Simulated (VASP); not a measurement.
# Tc3Sn (P-6m2) in VASP: a series of runs, part 2 of 2

VASP 6.6.1.

## Step 3: Single point, PBE

INCAR

```
SYSTEM = Tc3Sn
PREC     = Accurate       ! precision mode
ENCUT    = 500            ! plane-wave cutoff, eV
EDIFF    = 1E-6           ! SCF threshold, eV
ISMEAR   = -1             ! smearing method
SIGMA    = 0.05           ! smearing width, eV
LREAL    = .FALSE.        ! projectors in reciprocal space
LASPH    = .TRUE.         ! aspherical terms in the spheres
NELM     = 120            ! most SCF steps
ALGO     = Normal         ! electronic algorithm
ISIF     = 2              ! what is computed and relaxed
LWAVE    = .FALSE.        ! write WAVECAR
LCHARG   = .FALSE.        ! write CHGCAR
GGA      = PE             ! functional
NBANDS   = 34             ! bands
GGA_COMPAT= .FALSE.
```

KPOINTS

```
regular mesh
0
G
  4 4 2
  0 0 0
```

POSCAR

```
Tc3Sn
1.0
    2.9415870000      0.0000000000      0.0000000000
   -1.4707935000      2.5474890694      0.0000000000
    0.0000000000      0.0000000000      8.6334470000
Tc Sn
3 1
Direct
    0.0000000000      0.0000000000      0.5000000000
    0.3333333333      0.6666666667      0.2617820000
    0.3333333333      0.6666666667      0.7382180000
    0.0000000000      0.0000000000      0.0000000000
```

Potentials or basis: VASP PAW PBE potentials, release 64 (Tc_pv, Sn_d).

Command:

```sh
$ cat potpaw_PBE.64/Tc_pv/POTCAR potpaw_PBE.64/Sn_d/POTCAR > POTCAR
$ mpirun -np 1 vasp_std > vasp.out
```

OUTCAR:

```text
SYSTEM = Tc3Sn
   PREC = Accurate
   ENCUT = 500
   EDIFF = 1E-6
   ISMEAR = -1
   LREAL = .FALSE.
   LASPH = .TRUE.
   NELM = 120
   ISIF = 2
   GGA = PE

 ion  position               nearest neighbor table
   1  0.000  0.000  0.500-   2 2.67   3 2.67   2 2.67   3 2.67   2 2.67   3 2.67
   2  0.333  0.667  0.262-   1 2.67   1 2.67   1 2.67   4 2.83   4 2.83   4 2.83
   3  0.333  0.667  0.738-   1 2.67   1 2.67   1 2.67   4 2.83   4 2.83   4 2.83
   4  0.000  0.000  0.000-   2 2.83   3 2.83   2 2.83   3 2.83   2 2.83   3 2.83

  LATTYP: Found a hexagonal cell.
 ALAT       =     2.9415870000
 C/A-ratio  =     2.9349623180

  Lattice vectors:

 A1 = (   2.9415870000,   0.0000000000,   0.0000000000)
 A2 = (  -1.4707935000,   2.5474890694,   0.0000000000)
 A3 = (   0.0000000000,   0.0000000000,   8.6334470000)

Analysis of symmetry for initial positions (statically):
=====================================================================
 Subroutine PRICEL returns:
 Original cell was already a primitive cell.

 Routine SETGRP: Setting up the symmetry group for a
 hexagonal supercell.

 Subroutine GETGRP returns: Found 12 space group operations
 (whereof 12 operations were pure point group operations)
 out of a pool of 24 trial point group operations.

The static configuration has the point symmetry D_3h.

Analysis of symmetry for dynamics (positions and initial velocities):
=====================================================================
 Subroutine PRICEL returns:
 Original cell was already a primitive cell.

 Routine SETGRP: Setting up the symmetry group for a
 hexagonal supercell.

 Subroutine GETGRP returns: Found 12 space group operations
 (whereof 12 operations were pure point group operations)
[... 103 lines left out ...]
   EFERMI =   0.00;   METHOD = LEGACY
   ISMEAR =    -1;   SIGMA  =   0.05  broadening in eV -4-tet -1-fermi 0-gaus
   EFERMI_NEDOS =   21; number of points for ismear=-14 and -15
   IALGO  =     38    algorithm
   IMIX   =      4    mixing-type and parameters
     AMIX     =   0.40;   BMIX     =  1.00
     AMIX_MAG =   1.60;   BMIX_MAG =  1.00
  volume/ion in A,a.u.               =      16.17       109.15
  Fermi-wavevector in a.u.,A,eV,Ry     =   1.531819  2.894718 31.925643  2.346469
  Thomas-Fermi vector in A             =   2.639111
   LORBIT       =      0    0 simple, 1 ext, 2 COOP (PROOUT), +10 PAW based schemes
   GGA     = PE    functional components
   LHFCALC =     F    Hartree Fock is set to
   AEXX    =    0.0000 exact exchange contribution
   IVDW    =     0    specifies the selected vdW correction
   LEPSILON=     F    determine dielectric tensor
   LRPA    =     F    only Hartree local field effects (RPA)
 non-spin polarized calculation
  energy-cutoff  :      500.00
  volume of cell :       64.70
 maximum number of plane-waves:      1664
 NGX is ok and might be reduce to    24
   NGX = 11   NGY = 11   NGZ = 31

 number of electron      53.0000001 magnetization

 Free energy of the ion-electron system (eV)
  ---------------------------------------------------
  ext. energy  EPLUGINS =         0.00000000
  ---------------------------------------------------
  free energy    TOTEN  =       -33.80653827 eV

  energy without entropy =      -33.75821408  energy(sigma->0) =      -33.78237618

 E-fermi :  12.1636     XC(G=0): -13.0537

 val. band max:       12.0744755080   @ k =   0.2500  -0.0000   0.5000
 cond. band min:      12.1677554295   @ k =   0.5000  -0.0000   0.0000
 fundamental gap:      0.0932799215
 Fermi energy:        12.1635781033

 k-point     1 :       0.0000    0.0000    0.0000
  band No.  band energies     occupation
      1     -27.1169      2.00000
      2     -26.6041      2.00000
      3     -26.4610      2.00000
      4     -26.4610      2.00000
      5     -26.3732      2.00000
      6     -26.3732      2.00000
[... 285 lines left out ...]
     33      15.4093      0.00000
     34      17.1012      0.00000

------------------------ aborting loop because EDIFF is reached ----------------------------------------

  FORCE on cell =-STRESS in cart. coord.  units (eV):
  Direction    XX          YY          ZZ          XY          YZ          ZX
  --------------------------------------------------------------------------------------
  -------------------------------------------------------------------------------------
  Total       -0.3888197     -0.3888197     -1.1591911     -0.0000000      0.0000000      0.0000000
  in kB       -9.6289862     -9.6289862    -28.7069709     -0.0000000      0.0000000      0.0000000
  external PRESSURE =     -15.9883145 kB  Pullay stress =       0.0000000 kB

 VOLUME and BASIS-vectors are now :
 -----------------------------------------------------------------------------
  energy-cutoff  :      500.00
  volume of cell :       64.70
      direct lattice vectors                 reciprocal lattice vectors
     2.941587000  0.000000000  0.000000000     0.339952549  0.196271696  0.000000000
    -1.470793500  2.547489069  0.000000000     0.000000000  0.392543392  0.000000000
     0.000000000  0.000000000  8.633447000     0.000000000  0.000000000  0.115828591

 POSITION                                       TOTAL-FORCE (eV/Angst)
 -----------------------------------------------------------------------------------
      0.00000      0.00000      4.31672         0.000000      0.000000      0.000000
     -0.00000      1.69833      2.26008        -0.000000      0.000000      0.053948
     -0.00000      1.69833      6.37337         0.000000      0.000000     -0.053948
      0.00000      0.00000      0.00000         0.000000      0.000000      0.000000
 -----------------------------------------------------------------------------------
    total drift:                                0.000000     -0.000000     -0.000000

  FREE ENERGIE OF THE ION-ELECTRON SYSTEM (eV)
  ---------------------------------------------------
  free  energy   TOTEN  =       -33.8065382700 eV

  energy  without entropy=      -33.7582140820  energy(sigma->0) =      -33.78237618
```

OSZICAR:

```text
N       E                     dE             d eps       ncg     rms          rms(c)
DAV:   1     0.733184093857E+03    0.73318E+03   -0.28373E+04   576   0.211E+03
DAV:   2     0.208194741763E+02   -0.71236E+03   -0.69684E+03   570   0.571E+02
DAV:   3    -0.338997969669E+02   -0.54719E+02   -0.52460E+02   616   0.157E+02
DAV:   4    -0.359947446586E+02   -0.20949E+01   -0.20491E+01   606   0.315E+01
DAV:   5    -0.360449834679E+02   -0.50239E-01   -0.50199E-01   670   0.514E+00    0.252E+01
DAV:   6    -0.344818464426E+02    0.15631E+01   -0.71991E+00   566   0.182E+01    0.961E+00
DAV:   7    -0.378716203578E+02   -0.33898E+01   -0.30660E+01   572   0.273E+01    0.156E+01
DAV:   8    -0.339521128021E+02    0.39195E+01   -0.81348E+00   594   0.152E+01    0.364E+00
DAV:   9    -0.338189134034E+02    0.13320E+00   -0.67395E-01   612   0.457E+00    0.894E-01
DAV:  10    -0.338086825511E+02    0.10231E-01   -0.28925E-02   632   0.110E+00    0.488E-01
DAV:  11    -0.338068020588E+02    0.18805E-02   -0.51840E-03   608   0.466E-01    0.198E-01
DAV:  12    -0.338066773047E+02    0.12475E-03   -0.74871E-04   576   0.196E-01    0.102E-01
DAV:  13    -0.338065459928E+02    0.13131E-03   -0.50072E-04   670   0.160E-01    0.243E-02
DAV:  14    -0.338065405571E+02    0.54357E-05   -0.33193E-05   588   0.374E-02    0.127E-02
DAV:  15    -0.338065385341E+02    0.20230E-05   -0.71999E-06   478   0.183E-02    0.296E-03
DAV:  16    -0.338065382700E+02    0.26406E-06   -0.90824E-07   324   0.680E-03
   1 F= -.33806538E+02 E0= -.33782376E+02  d E =-.483242E-01
```

Run time: 12 s. Hardware: 1 thread of Intel Xeon 6975P-C (Granite Rapids), shared host; peak memory 0.18 GiB.

Results:

```
Free energy            : -33.8065 eV
Pressure               : -1.6 GPa
Largest force          : 0.054 eV/Å
Band gap on the k mesh : zero (an odd number of electrons rules out a gap without spin polarisation)
```

Forces on the atoms (eV/Å):
```
Tc   0.000  0.000  0.000
Tc   0.000  0.000  0.054
Tc   0.000  0.000 -0.054
Sn   0.000  0.000  0.000
```

Caveat: the k points lie up to 0.62 Å⁻¹ apart, too coarse for converged energies and pressures of a metal; spin-orbit coupling is left out, which moves the levels of the heavy elements.
